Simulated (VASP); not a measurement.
# CuI (Marshite) (P4/nmm) in VASP: notebook

Runs on CuI (Marshite). Level: LDA. Tasks: single point.

Program: VASP 6.6.1. These are calculated values, not measurements. Logs are shortened: lines on timing, memory, paths and dates and some standing lists are left out, and cuts for length are marked.

## 1. The cell of the first run

It takes space group P4/nmm (No. 129, tetragonal). Conventional cell: a = 4.023 Å, b = 4.023 Å, c = 5.651 Å, α = 90.00°, β = 90.00°, γ = 90.00°. Cu (site symmetry -4m2) has 4 I at 2.60 Å and 4 Cu at 2.84 Å within 3.4 Å. Within 3.4 Å of I (site symmetry 4mm) lie 4 Cu at 2.60 Å.

## 2. Single point, LDA

Input file INCAR:

```
PREC = Accurate ; ENCUT = 520
EDIFF = 1E-6 ; ISMEAR = 0
SIGMA = 0.01 ; LREAL = False
LASPH = True ; NELM = 100
ALGO = Normal ; ISIF = 2
LWAVE = False ; LCHARG = True
GGA = CA ; LELF = True
LVHAR = True ; NBANDS = 26
```

Input file KPOINTS:

```
regular mesh
0
Gamma
  4 4 4
```

Input file POSCAR:

```
CuI
1.0
    4.0229000000      0.0000000000      0.0000000000
    0.0000000000      4.0229000000      0.0000000000
    0.0000000000      0.0000000000      5.6506000000
Cu I
2 2
Direct
    0.0000000000      0.0000000000      0.0000000000
    0.5000000000      0.5000000000      0.0000000000
    0.0000000000      0.5000000000      0.2913000000
    0.5000000000      0.0000000000      0.7087000000
```

Potentials or basis: VASP PAW LDA potentials, release 64 (Cu, I).

Launch:

```bash
cat potpaw_LDA.64/Cu/POTCAR potpaw_LDA.64/I/POTCAR > POTCAR
mpirun -np 1 vasp_std > vasp.out
```

OUTCAR:

```text
PREC = Accurate
   ENCUT = 520
   EDIFF = 1E-6
   ISMEAR = 0
   LREAL = False
   LASPH = True
   NELM = 100
   ISIF = 2
   GGA = CA

 ion  position               nearest neighbor table
   1  0.000  0.000  0.000-   3 2.60   4 2.60   3 2.60   4 2.60
   2  0.500  0.500  0.000-   3 2.60   4 2.60   4 2.60   3 2.60
   3  0.000  0.500  0.291-   1 2.60   2 2.60   1 2.60   2 2.60
   4  0.500  0.000  0.709-   1 2.60   2 2.60   2 2.60   1 2.60

  LATTYP: Found a simple tetragonal cell.
 ALAT       =     4.0229000000
 C/A-ratio  =     1.4046086157

  Lattice vectors:

 A1 = (   4.0229000000,   0.0000000000,   0.0000000000)
 A2 = (   0.0000000000,   4.0229000000,   0.0000000000)
 A3 = (   0.0000000000,   0.0000000000,   5.6506000000)

Analysis of symmetry for initial positions (statically):
=====================================================================
 Subroutine PRICEL returns:
 Original cell was already a primitive cell.

 Routine SETGRP: Setting up the symmetry group for a
 simple tetragonal supercell.

 Subroutine GETGRP returns: Found 16 space group operations
 (whereof  8 operations were pure point group operations)
 out of a pool of 16 trial point group operations.

The static configuration has the point symmetry D_2d.
 The point group associated with its full space group is D_4h.

Analysis of symmetry for dynamics (positions and initial velocities):
=====================================================================
 Subroutine PRICEL returns:
 Original cell was already a primitive cell.

 Routine SETGRP: Setting up the symmetry group for a
 simple tetragonal supercell.

 Subroutine GETGRP returns: Found 16 space group operations
 (whereof  8 operations were pure point group operations)
 out of a pool of 16 trial point group operations.

The dynamic configuration has the point symmetry D_2d.
 The point group associated with its full space group is D_4h.

 Subroutine INISYM returns: Found 16 space group operations
 (whereof  8 operations are pure point group operations),
 and found     1 'primitive' translations

----------------------------------------------------------------------------------------

                                     Primitive cell

  volume of cell :      91.4478

  direct lattice vectors                    reciprocal lattice vectors
     4.022900000  0.000000000  0.000000000     0.248576897  0.000000000  0.000000000
     0.000000000  4.022900000  0.000000000     0.000000000  0.248576897  0.000000000
     0.000000000  0.000000000  5.650600000     0.000000000  0.000000000  0.176972357

  length of vectors
     4.022900000  4.022900000  5.650600000     0.248576897  0.248576897  0.176972357

  position of ions in fractional coordinates (direct lattice)
     0.000000000  0.000000000  0.000000000
     0.500000000  0.500000000  0.000000000
     0.000000000  0.500000000  0.291300000
     0.500000000  0.000000000  0.708700000

  ion indices of the primitive-cell ions
   primitive index   ion index
                 1           1
                 2           2
                 3           3
                 4           4

----------------------------------------------------------------------------------------

 KPOINTS: regular mesh

Automatic generation of k-mesh.
 Grid dimensions read from file:
 generate k-points for:    4    4    4

 Generating k-lattice:

  Cartesian coordinates                     Fractional coordinates (reciprocal lattice)
     0.062144224  0.000000000  0.000000000     0.250000000  0.000000000  0.000000000
     0.000000000  0.062144224  0.000000000     0.000000000  0.250000000  0.000000000
     0.000000000  0.000000000  0.044243089     0.000000000  0.000000000  0.250000000

  Length of vectors
     0.062144224  0.062144224  0.044243089

  Shift w.r.t. Gamma in fractional coordinates (k-lattice)
     0.000000000  0.000000000  0.000000000

 Subroutine IBZKPT returns following result:
 ===========================================

 Found     18 irreducible k-points:

 Following reciprocal coordinates:
            Coordinates               Weight
  0.000000  0.000000  0.000000      1.000000
  0.250000  0.000000  0.000000      4.000000
  0.500000  0.000000  0.000000      2.000000
  0.250000  0.250000  0.000000      4.000000
  0.500000  0.250000  0.000000      4.000000
  0.500000  0.500000  0.000000      1.000000
[... 10 lines left out ...]
  0.500000  0.250000  0.500000      4.000000
  0.500000  0.500000  0.500000      1.000000
   k-points           NKPTS =     18   k-points in BZ     NKDIM =     18   number of bands    NBANDS=     26
   number of dos      NEDOS =    301   number of ions     NIONS =      4
   total plane-waves  NPLWV =  37800
   dimension x,y,z NGX =    30 NGY =   30 NGZ =   42
   dimension x,y,z NGXF=    60 NGYF=   60 NGZF=   84
   ions per type =               2   2
   NGX,Y,Z   is equivalent  to a cutoff of  12.40, 12.40, 12.36 a.u.
   NGXF,Y,Z  is equivalent  to a cutoff of  24.79, 24.79, 24.71 a.u.
 SYSTEM =  unknown system
   PREC   = accura    normal or accurate (medium, high low for compatibility)
   ISTART =      0    job   : 0-new  1-cont  2-samecut
   ICHARG =      2    charge: 1-file 2-atom 10-const
   ISPIN  =      1    spin polarized calculation?
   LNONCOLLINEAR =      F non collinear calculations
   LSORBIT =      F    spin-orbit coupling
   LASPH  =      T    aspherical Exc in radial PAW
   ENCUT  =  520.0 eV  38.22 Ry    6.18 a.u.   7.48  7.48 10.51*2*pi/ulx,y,z
   NELM   =    100;   NELMIN=  2; NELMDL= -5     # of ELM steps
   EDIFF  = 0.1E-05   stopping-criterion for ELM
   LREAL  =      F    real-space projection
   EDIFFG = 0.1E-04   stopping-criterion for IOM
   NSW    =      0    number of steps for IOM
   IBRION =     -1    ionic relax: 0-MD 1-quasi-New 2-CG
   NFREE  =      0    steps in history (QN), initial steepest desc. (CG)
   ISIF   =      2    stress and relaxation
   ISYM   =      2    0-nonsym 1-usesym 2-fastsym
   POTIM  = 0.5000    time-step for ionic-motion
   TEBEG  =    0.0;   TEEND  =   0.0 temperature during run
   PSTRESS=    0.0 pullay stress
   NELECT =      36.0000    total number of electrons
   NUPDOWN=      -1.0000    fix difference up-down
   EMIN   =  10.00;   EMAX   =-10.00  energy-range for DOS
   EFERMI =   0.00;   METHOD = LEGACY
   ISMEAR =     0;   SIGMA  =   0.01  broadening in eV -4-tet -1-fermi 0-gaus
   EFERMI_NEDOS =   21; number of points for ismear=-14 and -15
   IALGO  =     38    algorithm
   IMIX   =      4    mixing-type and parameters
     AMIX     =   0.40;   BMIX     =  1.00
     AMIX_MAG =   1.60;   BMIX_MAG =  1.00
  volume/ion in A,a.u.               =      22.86       154.28
  Fermi-wavevector in a.u.,A,eV,Ry     =   1.199825  2.267341 19.586682  1.439581
  Thomas-Fermi vector in A             =   2.335678
   LORBIT       =      0    0 simple, 1 ext, 2 COOP (PROOUT), +10 PAW based schemes
   GGA     = CA    functional components
   LHFCALC =     F    Hartree Fock is set to
   AEXX    =    0.0000 exact exchange contribution
   IVDW    =     0    specifies the selected vdW correction
   LEPSILON=     F    determine dielectric tensor
   LRPA    =     F    only Hartree local field effects (RPA)
 non-spin polarized calculation
 Gauss-broadening in eV      SIGMA  =   0.01
  energy-cutoff  :      520.00
  volume of cell :       91.45
 maximum number of plane-waves:      2486
 NGX is ok and might be reduce to    30
   NGX = 15   NGY = 15   NGZ = 21

 number of electron      36.0000013 magnetization

 Free energy of the ion-electron system (eV)
  ---------------------------------------------------
  ext. energy  EPLUGINS =         0.00000000
  ---------------------------------------------------
  free energy    TOTEN  =       -13.84933804 eV

  energy without entropy =      -13.84933804  energy(sigma->0) =      -13.84933804

 E-fermi :   6.4424     XC(G=0): -10.3095

 val. band max:        6.3910122655   @ k =   0.0000   0.0000   0.0000
 cond. band min:       7.8194086263   @ k =   0.0000   0.0000   0.0000
 fundamental gap:      1.4283963607
 Fermi energy:         6.4423551386

 k-point     1 :       0.0000    0.0000    0.0000
  band No.  band energies     occupation
      1      -8.3844      2.00000
      2      -7.0544      2.00000
      3      -0.2076      2.00000
      4       2.3331      2.00000
      5       2.3403      2.00000
      6       2.3403      2.00000
[... 18 lines left out ...]
     25      14.5006      0.00000
     26      16.0065      0.00000

 k-point     2 :       0.2500    0.0000    0.0000
  band No.  band energies     occupation
      1      -8.0897      2.00000
      2      -7.0974      2.00000
      3       0.2863      2.00000
      4       1.3069      2.00000
      5       1.6556      2.00000
      6       2.3305      2.00000
[... 18 lines left out ...]
     25      14.1122      0.00000
     26      14.8888      0.00000

 k-point     3 :       0.5000    0.0000    0.0000
  band No.  band energies     occupation
      1      -7.4639      2.00000
      2      -7.4639      2.00000
      3       0.7381      2.00000
      4       0.7381      2.00000
      5       1.5304      2.00000
      6       1.5304      2.00000
[... 18 lines left out ...]
     25      13.5123      0.00000
     26      13.5123      0.00000

 k-point     4 :       0.2500    0.2500    0.0000
  band No.  band energies     occupation
      1      -7.8247      2.00000
      2      -7.0813      2.00000
      3       0.7373      2.00000
      4       0.8966      2.00000
      5       1.1261      2.00000
      6       2.0823      2.00000
[... 18 lines left out ...]
     25      13.5877      0.00000
     26      14.2090      0.00000
[... 322 lines left out ...]
      1      -7.5244      2.00000
      2      -7.3973      2.00000
      3       0.3365      2.00000
      4       0.8544      2.00000
      5       1.6206      2.00000
      6       1.6310      2.00000
[... 18 lines left out ...]
     25      13.3594      0.00000
     26      13.6618      0.00000

 k-point    17 :       0.5000    0.2500    0.5000
  band No.  band energies     occupation
      1      -7.2824      2.00000
      2      -7.2824      2.00000
      3       0.2138      2.00000
      4       0.2138      2.00000
      5       1.7012      2.00000
      6       1.7012      2.00000
[... 18 lines left out ...]
     25      14.4876      0.00000
     26      14.4877      0.00000

 k-point    18 :       0.5000    0.5000    0.5000
  band No.  band energies     occupation
      1      -7.1177      2.00000
      2      -7.1177      2.00000
      3       0.6869      2.00000
      4       0.6869      2.00000
      5       1.1915      2.00000
      6       1.1915      2.00000
[... 18 lines left out ...]
     25      12.7683      0.00000
     26      12.7683      0.00000

------------------------ aborting loop because EDIFF is reached ----------------------------------------

  FORCE on cell =-STRESS in cart. coord.  units (eV):
  Direction    XX          YY          ZZ          XY          YZ          ZX
  --------------------------------------------------------------------------------------
  -------------------------------------------------------------------------------------
  Total        0.1365477      0.1365477      0.6363718      0.0000000      0.0000000      0.0000000
  in kB        2.3923340      2.3923340     11.1493228      0.0000000      0.0000000      0.0000000
  external PRESSURE =       5.3113302 kB  Pullay stress =       0.0000000 kB

 VOLUME and BASIS-vectors are now :
 -----------------------------------------------------------------------------
  energy-cutoff  :      520.00
  volume of cell :       91.45
      direct lattice vectors                 reciprocal lattice vectors
     4.022900000  0.000000000  0.000000000     0.248576897  0.000000000  0.000000000
     0.000000000  4.022900000  0.000000000     0.000000000  0.248576897  0.000000000
     0.000000000  0.000000000  5.650600000     0.000000000  0.000000000  0.176972357

 POSITION                                       TOTAL-FORCE (eV/Angst)
 -----------------------------------------------------------------------------------
      0.00000      0.00000      0.00000        -0.000000     -0.000000      0.000000
      2.01145      2.01145      0.00000         0.000000      0.000000      0.000000
      0.00000      2.01145      1.64602        -0.000000      0.000000     -0.312427
      2.01145      0.00000      4.00458        -0.000000      0.000000      0.312427
 -----------------------------------------------------------------------------------
    total drift:                                0.000000      0.000000      0.000000

  FREE ENERGIE OF THE ION-ELECTRON SYSTEM (eV)
  ---------------------------------------------------
  free  energy   TOTEN  =       -13.8493380377 eV

  energy  without entropy=      -13.8493380377  energy(sigma->0) =      -13.84933804
```

It took 62 s on 1 thread of Intel Xeon 8259CL, shared host; peak memory 0.18 GiB.

Results:

| Quantity | Value |
| --- | --- |
| Free energy | -13.8493 eV |
| Pressure | 0.5 GPa |
| Largest force | 0.312 eV/Å |
| Band gap on the k mesh | 1.43 eV, direct |

Forces on the atoms (eV/Å):
```
Cu   0.000  0.000  0.000
Cu   0.000  0.000  0.000
I    0.000  0.000 -0.312
I    0.000  0.000  0.312
```

Stress tensor (GPa, compression positive):
```
0.24 0.00 0.00
0.00 0.24 0.00
0.00 0.00 1.11
```

Caveat: spin-orbit coupling is left out, which moves the levels of the heavy elements.

## 3. Single point, LDA

Input file INCAR:

```
SYSTEM = CuI
PREC     = Accurate       ! precision mode
ENCUT    = 520            ! plane-wave cutoff, eV
EDIFF    = 1E-7           ! SCF threshold, eV
ISMEAR   = 0              ! smearing method
SIGMA    = 0.01           ! smearing width, eV
LREAL    = .False.        ! projectors in reciprocal space
LASPH    = .True.         ! aspherical terms in the spheres
NELM     = 100            ! most SCF steps
ALGO     = Normal         ! electronic algorithm
ISIF     = 2              ! what is computed and relaxed
LWAVE    = .False.        ! write WAVECAR
LCHARG   = .False.        ! write CHGCAR
GGA      = CA             ! functional
NBANDS   = 26             ! bands
```

Input file KPOINTS:

```
regular mesh
0
Gamma
  4 4 4
  0 0 0
```

POSCAR is that of step 2.

Potentials or basis: VASP PAW LDA potentials, release 64 (Cu, I).

Launch:

```bash
cat potpaw_LDA.64/Cu/POTCAR potpaw_LDA.64/I/POTCAR > POTCAR
mpirun -np 1 vasp_std > vasp.out
```

OUTCAR:

```text
SYSTEM = CuI
   PREC = Accurate
   ENCUT = 520
   EDIFF = 1E-7
   ISMEAR = 0
   LREAL = .False.
   LASPH = .True.
   NELM = 100
   ISIF = 2
   GGA = CA

 ion  position               nearest neighbor table
   1  0.000  0.000  0.000-   3 2.60   4 2.60   3 2.60   4 2.60
   2  0.500  0.500  0.000-   3 2.60   4 2.60   4 2.60   3 2.60
   3  0.000  0.500  0.291-   1 2.60   2 2.60   1 2.60   2 2.60
   4  0.500  0.000  0.709-   1 2.60   2 2.60   2 2.60   1 2.60

  LATTYP: Found a simple tetragonal cell.
 ALAT       =     4.0229000000
 C/A-ratio  =     1.4046086157

  Lattice vectors:

 A1 = (   4.0229000000,   0.0000000000,   0.0000000000)
 A2 = (   0.0000000000,   4.0229000000,   0.0000000000)
 A3 = (   0.0000000000,   0.0000000000,   5.6506000000)

Analysis of symmetry for initial positions (statically):
=====================================================================
 Subroutine PRICEL returns:
 Original cell was already a primitive cell.

 Routine SETGRP: Setting up the symmetry group for a
 simple tetragonal supercell.

 Subroutine GETGRP returns: Found 16 space group operations
[... 163 lines left out ...]
  energy without entropy =      -13.84933810  energy(sigma->0) =      -13.84933810

 E-fermi :   6.4424     XC(G=0): -10.3095

 val. band max:        6.3910455143   @ k =   0.0000   0.0000   0.0000
 cond. band min:       7.8194454532   @ k =   0.0000   0.0000   0.0000
 fundamental gap:      1.4283999388
 Fermi energy:         6.4423798115

 k-point     1 :       0.0000    0.0000    0.0000
  band No.  band energies     occupation
      1      -8.3843      2.00000
      2      -7.0544      2.00000
      3      -0.2076      2.00000
      4       2.3331      2.00000
      5       2.3403      2.00000
      6       2.3403      2.00000
[... 511 lines left out ...]
     25      12.7683      0.00000
     26      12.7683      0.00000

------------------------ aborting loop because EDIFF is reached ----------------------------------------

  FORCE on cell =-STRESS in cart. coord.  units (eV):
  Direction    XX          YY          ZZ          XY          YZ          ZX
  --------------------------------------------------------------------------------------
  -------------------------------------------------------------------------------------
  Total        0.1409626      0.1409626      0.6401438      0.0000000      0.0000000     -0.0000000
  in kB        2.4696842      2.4696842     11.2154078      0.0000000      0.0000000     -0.0000000
  external PRESSURE =       5.3849254 kB  Pullay stress =       0.0000000 kB

 VOLUME and BASIS-vectors are now :
 -----------------------------------------------------------------------------
  energy-cutoff  :      520.00
  volume of cell :       91.45
      direct lattice vectors                 reciprocal lattice vectors
     4.022900000  0.000000000  0.000000000     0.248576897  0.000000000  0.000000000
     0.000000000  4.022900000  0.000000000     0.000000000  0.248576897  0.000000000
     0.000000000  0.000000000  5.650600000     0.000000000  0.000000000  0.176972357

 POSITION                                       TOTAL-FORCE (eV/Angst)
 -----------------------------------------------------------------------------------
      0.00000      0.00000      0.00000        -0.000000     -0.000000      0.000000
      2.01145      2.01145      0.00000         0.000000      0.000000      0.000000
      0.00000      2.01145      1.64602        -0.000000      0.000000     -0.312533
      2.01145      0.00000      4.00458        -0.000000      0.000000      0.312533
 -----------------------------------------------------------------------------------
    total drift:                                0.000000      0.000000      0.000000

  FREE ENERGIE OF THE ION-ELECTRON SYSTEM (eV)
  ---------------------------------------------------
  free  energy   TOTEN  =       -13.8493380974 eV

  energy  without entropy=      -13.8493380974  energy(sigma->0) =      -13.84933810
```

OSZICAR:

```text
N       E                     dE             d eps       ncg     rms          rms(c)
DAV:   1     0.281037149229E+03    0.28104E+03   -0.15308E+04   936   0.161E+03
DAV:   2     0.149848648579E+02   -0.26605E+03   -0.25322E+03   944   0.330E+02
DAV:   3    -0.132864730730E+02   -0.28271E+02   -0.27573E+02  1234   0.129E+02
DAV:   4    -0.145963176214E+02   -0.13098E+01   -0.13054E+01  1334   0.245E+01
DAV:   5    -0.146404689165E+02   -0.44151E-01   -0.44146E-01  1442   0.418E+00    0.111E+01
DAV:   6    -0.143808603598E+02    0.25961E+00   -0.10338E+01  1120   0.766E+01    0.716E+00
DAV:   7    -0.138579130015E+02    0.52295E+00   -0.27884E+00  1148   0.501E+01    0.360E+00
DAV:   8    -0.138644543368E+02   -0.65413E-02   -0.20507E-01  1484   0.532E+00    0.947E-01
DAV:   9    -0.138493818217E+02    0.15073E-01   -0.56586E-02  1324   0.612E+00    0.550E-01
DAV:  10    -0.138501357036E+02   -0.75388E-03   -0.42583E-03  1452   0.102E+00    0.336E-01
DAV:  11    -0.138493005769E+02    0.83513E-03   -0.30900E-03  1218   0.155E+00    0.734E-02
DAV:  12    -0.138493392402E+02   -0.38663E-04   -0.47654E-04  1026   0.117E-01    0.226E-02
DAV:  13    -0.138493395122E+02   -0.27199E-06   -0.15638E-05  1446   0.321E-02    0.216E-02
DAV:  14    -0.138493385178E+02    0.99443E-06   -0.84903E-06  1152   0.163E-02    0.207E-02
DAV:  15    -0.138493380909E+02    0.42689E-06   -0.20078E-06  1350   0.220E-02    0.136E-03
DAV:  16    -0.138493380974E+02   -0.65261E-08   -0.43706E-08   564   0.260E-03
   1 F= -.13849338E+02 E0= -.13849338E+02  d E =-.633436E-15
```

stdout:

```text
POSCAR found type information on POSCAR CuI
 POSCAR found :  2 types and       4 ions
 scaLAPACK will be used
 LDA part: xc-table for (Slater(with rela. corr.)+CA(PZ))
 , standard interpolation
 POSCAR, INCAR and KPOINTS ok, starting setup
 FFT: planning ... GRIDC
 FFT: planning ... GRID_SOFT
 FFT: planning ... GRID
 WAVECAR not read
 entering main loop
```

It took 88 s on 1 thread of Intel Xeon 8259CL, shared host; peak memory 0.18 GiB.

What came out:

* Free energy: -13.8493 eV
* Pressure: 0.5 GPa
* Largest force: 0.313 eV/Å
* Band gap on the k mesh: 1.43 eV, direct

Forces in eV/Å, atoms in the order of the input:
```
Cu   0.000  0.000  0.000
Cu   0.000  0.000  0.000
I    0.000  0.000 -0.313
I    0.000  0.000  0.313
```

Caveat: spin-orbit coupling is left out, which moves the levels of the heavy elements. LDA gaps usually lie below the measured ones, often by a third to a half.
